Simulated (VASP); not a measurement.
Write the native input for VASP 6.6.1 that does the following.

- Task: single point
- Functional: LDA
- Potentials or basis: VASP PAW LDA potentials, release 64 (Si, C)
- Cutoff: 520 eV
- k mesh: 12 × 12 × 12
- Occupations: gaussian, width 0.05 eV
- Spin: no spin polarisation
- Dipole correction: no
- Further INCAR settings: ALGO = Normal; EDIFF = 1e-06; NBANDS = 11

The structure of SiC lies in POSCAR:

```
SiC
1.0
    0.0000000000      2.1740000000      2.1740000000
    2.1740000000      0.0000000000      2.1740000000
    2.1740000000      2.1740000000      0.0000000000
Si C
1 1
Direct
   -0.1219710409      0.0000000000      0.0000000000
    0.7500000000      0.7500000000      0.7500000000
```

This cell differs from its parent crystal: all Si atoms moved +0.375 Å, as atom 1 towards its neighbour atom 1 (Si) at 3.075 Å.

These files were run (other wordings do the same):

INCAR

```
PREC = Accurate
ENCUT = 520
EDIFF = 1E-6
ISMEAR = 0
SIGMA = 0.05
LREAL = F
LASPH = T
NELM = 60
ALGO = Normal
ISIF = 2
LWAVE = F
LCHARG = F
GGA = CA
NBANDS = 11
```

KPOINTS

```
regular mesh
0
Gamma
  12 12 12
```

Potentials or basis: VASP PAW LDA potentials, release 64 (Si, C).

Launch:

```bash
$ cat potpaw_LDA.64/Si/POTCAR potpaw_LDA.64/C/POTCAR > POTCAR
$ mpirun -np 1 vasp_std > vasp.out
```

It gave:

| Property | Result |
| --- | --- |
| Pressure | 15.8 GPa |
| Largest force | 9.453 eV/Å |
| Band gap on the k mesh | zero (bands 4 and 5 overlap by 0.28 eV) |

Caveat: the cell differs from its parent crystal (all Si atoms moved +0.375 Å, as atom 1 towards its neighbour atom 1 (Si) at 3.075 Å); the cell stands under pressure; semilocal functionals underestimate gaps, so a narrow gap can read as zero; forces of over 1 eV/Å act on the atoms, so gaps and moduli don't describe the material at rest.

Run time: 82 s on 1 thread of Intel Xeon 8259CL, on a shared host, peak memory 0.21 GiB.
